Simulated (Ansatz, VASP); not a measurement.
# SnSe: VASP beside Ansatz

```
Sn Se
1.0
     0.00000    2.61199    2.61199
     2.61199    0.00000    2.61199
     2.61199    2.61199    0.00000
Sn Se
1 1
Direct
  0.00000 0.00000 0.00000
  0.50000 0.50000 0.50000
```

Change from the starting cell: volume scaled by 0.64, PAW files.

Alike in both runs: task single point; functional PBE; k mesh 14 × 14 × 14; occupations fermi-dirac, width 0.1 eV; no spin polarisation.

|  | VASP | Ansatz |
| --- | --- | --- |
| version | VASP 6.6.1 | Ansatz 0.2.0 |
| potentials or method | VASP PAW PBE potentials, release 64 (Sn_d, Se) | PAW with Ansatz's default frozen-core files, scalar-relativistic |
| plane-wave cutoff (eV) | 520 | 420 |
| valence electrons in the cell | 20 | 30 |

|  | VASP | Ansatz | Ansatz less VASP |
| --- | --- | --- | --- |
| pressure (GPa) | 56.3 | 56.0 | -0.22 |

Both programs put the cell under a high pressure, so it lies far from rest at this level. VASP's potentials hold 20 valence electrons a cell and Ansatz's 30, so a difference there can come from the potentials and not from the codes.
